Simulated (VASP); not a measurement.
# Si3B2 (P6/mmm) in VASP: further runs, part 2 of 2

VASP 6.6.1. The steps go on from the part before.

## Step 4: Relaxation of cell and atoms, PBE

This run uses another cell than the first one, of 10.16 Å³/atom, 0.818 times its volume.

INCAR reads:

```
SYSTEM = Si3B2
  ALGO = Normal
  EDIFF = 1E-6
  EDIFFG = -0.04
  ENCUT = 600
  GGA = PE
  IBRION = 2
  ISIF = 3
  ISMEAR = 0
  LASPH = .TRUE.
  LCHARG = .FALSE.
  LREAL = .FALSE.
  LWAVE = .FALSE.
  NELM = 100
  NSW = 90
  PREC = Accurate
  SIGMA = 0.1
```

KPOINTS reads:

```
k-points
0
G
  6 6 4
  0 0 0
```

POSCAR reads:

```
Si3B2
1.0
    4.9176221900      0.0000000000      0.0000000000
   -2.4588110900      4.2587857400      0.0000000000
    0.0000000000      0.0000000000      4.8506258300
Si B
6 4
Direct
    0.8216695400      0.1783304600      0.5000000000
    0.8216695400      0.6433390800      0.5000000000
    0.3566609200      0.1783304600      0.5000000000
    0.1783304600      0.8216695400      0.5000000000
    0.1783304600      0.3566609200      0.5000000000
    0.6433390800      0.8216695400      0.5000000000
    0.5000000000      0.0000000000      0.5000000000
    0.0000000000      0.5000000000      0.5000000000
    0.5000000000      0.5000000000      0.5000000000
    0.0000000000      0.0000000000      0.5000000000
```

Potentials or basis: VASP PAW PBE potentials, release 64 (Si, B).

Started as:

```sh
$ cat potpaw_PBE.64/Si/POTCAR potpaw_PBE.64/B/POTCAR > POTCAR
$ mpirun -np 1 vasp_std > vasp.out
```

OUTCAR:

```text
SYSTEM = Si3B2
   EDIFF = 1E-6
   EDIFFG = -0.04
   ENCUT = 600
   GGA = PE
   IBRION = 2
   ISIF = 3
   ISMEAR = 0
   LASPH = .TRUE.
   LREAL = .FALSE.
   NELM = 100
   NSW = 90
   PREC = Accurate

 ion  position               nearest neighbor table
   1  0.822  0.178  0.500-   8 1.37   7 1.37  10 1.52   6 1.52   5 1.52   2 2.29   3 2.29   2 2.63
                             3 2.63   4 2.75   4 2.75   4 3.04
   2  0.822  0.643  0.500-   8 1.37   9 1.37   6 1.52  10 1.52   4 1.52   1 2.29   3 2.29   1 2.63
                             3 2.63   5 2.75   5 2.75   5 3.04
   3  0.357  0.178  0.500-   7 1.37   9 1.37   5 1.52   4 1.52  10 1.52   1 2.29   2 2.29   1 2.63
                             2 2.63   6 2.75   6 2.75   6 3.04
   4  0.178  0.822  0.500-   8 1.37   7 1.37  10 1.52   3 1.52   2 1.52   5 2.29   6 2.29   5 2.63
                             6 2.63   1 2.75   1 2.75   1 3.04
   5  0.178  0.357  0.500-   8 1.37   9 1.37   3 1.52  10 1.52   1 1.52   4 2.29   6 2.29   4 2.63
                             6 2.63   2 2.75   2 2.75   2 3.04
   6  0.643  0.822  0.500-   7 1.37   9 1.37   2 1.52   1 1.52  10 1.52   4 2.29   5 2.29   4 2.63
                             5 2.63   3 2.75   3 2.75   3 3.04
   7  0.500  0.000  0.500-   3 1.37   6 1.37   4 1.37   1 1.37
   8  0.000  0.500  0.500-   2 1.37   5 1.37   4 1.37   1 1.37
   9  0.500  0.500  0.500-   3 1.37   6 1.37   5 1.37   2 1.37
  10  0.000  0.000  0.500-   1 1.52   4 1.52   2 1.52   5 1.52   3 1.52   6 1.52

 -----------------------------------------------------------------------------
|                                                                             |
|           W    W    AA    RRRRR   N    N  II  N    N   GGGG   !!!           |
|           W    W   A  A   R    R  NN   N  II  NN   N  G    G  !!!           |
|           W    W  A    A  R    R  N N  N  II  N N  N  G       !!!           |
|           W WW W  AAAAAA  RRRRR   N  N N  II  N  N N  G  GGG   !            |
|           WW  WW  A    A  R   R   N   NN  II  N   NN  G    G                |
|           W    W  A    A  R    R  N    N  II  N    N   GGGG   !!!           |
|                                                                             |
|     The distance between some ions is very small. Please check the          |
|     nearest-neighbor list in the OUTCAR file.                               |
|     I HOPE YOU KNOW WHAT YOU ARE DOING!                                     |
|                                                                             |
 -----------------------------------------------------------------------------

  LATTYP: Found a hexagonal cell.
 ALAT       =     4.9176221900
[... 171 lines left out ...]
   GGA     = PE    functional components
   LHFCALC =     F    Hartree Fock is set to
   AEXX    =    0.0000 exact exchange contribution
   IVDW    =     0    specifies the selected vdW correction
   LEPSILON=     F    determine dielectric tensor
   LRPA    =     F    only Hartree local field effects (RPA)
 conjugate gradient relaxation of ions
 non-spin polarized calculation
 Gauss-broadening in eV      SIGMA  =   0.10
  energy-cutoff  :      600.00
  volume of cell :      101.59
 maximum number of plane-waves:      3414
 NGX is ok and might be reduce to    40
   NGX = 19   NGY = 19   NGZ = 19

--------------------------------------- Ionic step        1  -------------------------------------------

 number of electron      35.9999999 magnetization

 Free energy of the ion-electron system (eV)
  ---------------------------------------------------
  ext. energy  EPLUGINS =         0.00000000
  ---------------------------------------------------
  free energy    TOTEN  =        79.41999096 eV

  energy without entropy =       79.42487381  energy(sigma->0) =       79.42243239

------------------------ aborting loop because EDIFF is reached ----------------------------------------

  FORCE on cell =-STRESS in cart. coord.  units (eV):
  Direction    XX          YY          ZZ          XY          YZ          ZX
  --------------------------------------------------------------------------------------
  -------------------------------------------------------------------------------------
  Total      438.1266698    438.1266693     -0.8474540      0.0000005     -0.0000000     -0.0000000
  in kB     6909.8965715   6909.8965625    -13.3655862      0.0000081     -0.0000000     -0.0000000
  external PRESSURE =    4602.1425159 kB  Pullay stress =       0.0000000 kB
[... 2412 lines left out ...]
     23      14.6130      0.00000
     24      14.6130      0.00000

[... ionic steps 4 to 71 ...]

--------------------------------------- Ionic step       72  -------------------------------------------

 number of electron      36.0000005 magnetization

------------------------ aborting loop because EDIFF is reached ----------------------------------------
[... 83 lines left out ...]
--------------------------------------- Ionic step       74  -------------------------------------------

 number of electron      36.0000005 magnetization

 Free energy of the ion-electron system (eV)
  ---------------------------------------------------
  ext. energy  EPLUGINS =         0.00000000
  ---------------------------------------------------
  free energy    TOTEN  =       -50.84850597 eV

  energy without entropy =      -50.83738947  energy(sigma->0) =      -50.84294772

 E-fermi :   8.1241     XC(G=0): -10.9156

 val. band max:        8.0233856726   @ k =   0.1667   0.0000   0.5000
 cond. band min:       8.1877672384   @ k =   0.5000   0.0000   0.2500
 fundamental gap:      0.1643815658
 Fermi energy:         8.1240605733
[... 602 lines left out ...]
  FREE ENERGIE OF THE ION-ELECTRON SYSTEM (eV)
  ---------------------------------------------------
  free  energy   TOTEN  =       -50.8485059735 eV

  energy  without entropy=      -50.8373894717  energy(sigma->0) =      -50.84294772

 reached required accuracy - stopping structural energy minimisation
```

OSZICAR:

```text
N       E                     dE             d eps       ncg     rms          rms(c)
DAV:   1     0.391998201425E+03    0.39200E+03   -0.19981E+04  1008   0.151E+03
[... 658 lines left out ...]
  44 F= -.47754658E+02 E0= -.47747791E+02  d E =-.774662E-01
       N       E                     dE             d eps       ncg     rms          rms(c)
DAV:   1    -0.477546519246E+02    0.59227E-05   -0.58727E-04  1192   0.121E-01    0.207E-02
DAV:   2    -0.477546437192E+02    0.82054E-05   -0.21906E-05  1320   0.215E-02    0.119E-02
DAV:   3    -0.477546421566E+02    0.15627E-05   -0.68924E-06  1176   0.111E-02    0.400E-03
DAV:   4    -0.477546423592E+02   -0.20268E-06   -0.68703E-07   608   0.427E-03
  45 F= -.47754642E+02 E0= -.47747753E+02  d E =-.774508E-01
       N       E                     dE             d eps       ncg     rms          rms(c)
DAV:
```

CONTCAR:

```text
Si3B2
   1.00000000000000
     7.4737211601034579   -0.0000000031856301    0.0000000000000000
    -3.7368605752116504    6.4724323858973358   -0.0000000000000001
     0.0000000000000000   -0.0000000000000000    2.5868808843902094
  Si              B
     6     4
Direct
     0.8078807368603859    0.1921192630259826    0.5000000000000000
     0.8078807368577127    0.6157614738317232    0.5000000000000000
     0.3842385262819081    0.1921192631422871    0.5000000000000000
     0.1921192631396142    0.8078807369740173    0.5000000000000000
     0.1921192631422872    0.3842385261682769    0.5000000000000000
     0.6157614737180916    0.8078807368577129    0.5000000000000000
     0.5000000000000000    0.0000000000000000    0.5000000000000000
     0.0000000000000000    0.5000000000000000    0.5000000000000000
     0.5000000000000000    0.5000000000000000    0.5000000000000000
     0.0000000000000000    0.0000000000000000    0.5000000000000000

  0.00000000E+00  0.00000000E+00  0.00000000E+00
  0.00000000E+00  0.00000000E+00  0.00000000E+00
  0.00000000E+00  0.00000000E+00  0.00000000E+00
  0.00000000E+00  0.00000000E+00  0.00000000E+00
  0.00000000E+00  0.00000000E+00  0.00000000E+00
  0.00000000E+00  0.00000000E+00  0.00000000E+00
  0.00000000E+00  0.00000000E+00  0.00000000E+00
  0.00000000E+00  0.00000000E+00  0.00000000E+00
  0.00000000E+00  0.00000000E+00  0.00000000E+00
  0.00000000E+00  0.00000000E+00  0.00000000E+00
```

Run time: 67 min. Hardware: 1 thread of AMD EPYC 7R43 (Zen 3), shared host; peak memory 0.22 GiB.

Results:

* Free energy: -50.8485 eV
* Relaxed volume: 12.51 Å³/atom
* Relaxed cell: a = 7.474 Å, b = 7.474 Å, c = 2.587 Å, α = 90.00°, β = 90.00°, γ = 120.00°
* Space group after relaxing (to 0.05 Å): P6/mmm (No. 191)
* Energy gained by relaxing: 13026.8 meV/atom
* Ionic steps: 74
* Pressure after relaxing: 0.1 GPa
* Largest force after relaxing: 0.005 eV/Å
* Band gap on the k mesh: zero (band 18 reaches 10.20 eV, above the bottom of band 19 at 6.32 eV)

Forces on the atoms (eV/Å):
```
Si  -0.005  0.003  0.000
Si   0.000 -0.005  0.000
Si   0.005  0.003  0.000
Si   0.005 -0.003  0.000
Si   0.000  0.005  0.000
Si  -0.005 -0.003  0.000
B    0.000  0.000  0.000
B    0.000  0.000  0.000
B    0.000  0.000  0.000
B    0.000  0.000  0.000
```

Step by step:
| step | energy change (eV) | largest force (eV/Å) | pressure (GPa) | volume (Å³) |
| --- | --- | --- | --- | --- |
| 1 | 0.0000 | 25.1607 | 460.21 | 101.59 |
| 3 | 164.0767 | 236.5493 | 159.58 | 267.81 |
| 5 | -95.2100 | 10.0735 | 2.23 | 831.37 |
| 7 | -96.5768 | 4.3731 | -0.17 | 943.50 |
| 9 | -96.6612 | 3.9062 | -0.36 | 951.54 |
| 11 | -97.2526 | 5.7337 | 0.37 | 866.92 |
| 13 | -97.6536 | 8.9430 | 1.91 | 751.07 |
| 15 | -98.9946 | 9.8422 | 2.64 | 668.69 |
| 17 | -100.5204 | 19.5036 | 9.88 | 389.52 |
| 19 | -66.0312 | 61.7838 | 43.05 | 327.64 |
| 21 | -27.1782 | 100.0815 | 175.69 | 177.23 |
| 23 | -15.2083 | 106.8052 | 212.31 | 164.25 |
| 25 | -97.6271 | 24.4907 | 75.23 | 182.26 |
| 27 | -122.1015 | 2.7241 | 12.18 | 210.28 |
| 29 | -124.9424 | 0.5214 | -8.70 | 247.54 |
| 31 | -125.1964 | 1.1329 | -5.05 | 235.87 |
| 33 | -125.3887 | 1.2022 | -4.22 | 232.14 |
| 35 | -125.9413 | 1.5396 | -0.15 | 215.78 |
| 37 | -126.0019 | 1.7099 | 2.14 | 208.89 |
| 39 | -126.7304 | 1.2147 | 2.13 | 203.66 |
| 41 | -127.0940 | 0.2752 | 2.60 | 197.98 |
| 43 | -127.1737 | 0.0769 | 0.05 | 202.28 |
| 45 | -127.1746 | 0.0669 | -0.21 | 202.79 |
| 47 | -127.1824 | 0.0048 | -0.21 | 201.08 |
| 49 | -127.1917 | 0.1186 | -0.19 | 197.96 |
| 51 | -127.2152 | 0.0896 | -0.36 | 192.98 |
| 53 | -127.3412 | 0.1571 | -0.07 | 172.90 |
| 55 | -118.7600 | 0.1124 | 102.40 | 90.09 |
| 57 | -129.9086 | 0.4021 | 11.80 | 115.82 |
| 59 | -130.0731 | 0.4069 | 6.72 | 120.81 |
| 61 | -130.0754 | 0.4004 | 7.13 | 120.32 |
| 63 | -130.0817 | 0.3975 | 6.98 | 120.41 |
| 65 | -130.1086 | 0.3841 | 6.31 | 120.85 |
| 67 | -130.1924 | 0.3362 | 3.76 | 122.59 |
| 69 | -130.2519 | 0.2416 | -0.52 | 125.81 |
| 71 | -130.2603 | 0.1711 | -0.35 | 125.61 |
| 73 | -130.2620 | 0.1393 | 0.45 | 124.71 |
| 74 | -130.2685 | 0.0054 | 0.06 | 125.14 |

Final structure:
```xyz
10
Lattice="7.4737 0.0000 0.0000 -3.7369 6.4724 0.0000 0.0000 0.0000 2.5869" Properties=species:S:1:pos:R:3 pbc="T T T"
Si    5.3200    1.2435    1.2934
Si    3.7369    3.9855    1.2934
Si    2.1538    1.2435    1.2934
Si   -1.5831    5.2290    1.2934
Si    0.0000    2.4870    1.2934
Si    1.5831    5.2290    1.2934
B     3.7369    0.0000    1.2934
B    -1.8684    3.2362    1.2934
B     1.8684    3.2362    1.2934
B     0.0000    0.0000    1.2934
```

Caveat: the volume moved by over 15 % at a fixed basis, so the end points are rough.

## Step 5: Summary

```csv
task,cell,k mesh,cutoff (eV),gap on the mesh (eV),pressure (GPa),relaxed volume (Å³/atom)
relaxation of cell and atoms,"relaxed from a = 7.647, b = 7.647, c = 2.452 Å, angles 90.0, 90.0, 120.0°, 10 atoms",6 × 6 × 16,600,none,0.0,12.42
single point,"a = 7.491, b = 7.491, c = 2.591 Å, angles 90.0, 90.0, 120.0°, 10 atoms",6 × 6 × 4,520,none,-0.1,-
relaxation of cell and atoms,"relaxed from a = 4.918, b = 4.918, c = 4.851 Å, angles 90.0, 90.0, 120.0°, 10 atoms",6 × 6 × 4,600,none,0.1,12.51
```

Alike in all rows: level PBE; potentials or basis VASP PAW PBE potentials, release 64 (Si, B); no spin polarisation; smearing gaussian 0.1 eV.

Caveats: some runs use coarse meshes; the volume moved by over 15 % at a fixed basis, so the end points are rough (some runs).

Total energies depend on the potentials used, so only differences within one code and one set of settings carry meaning.
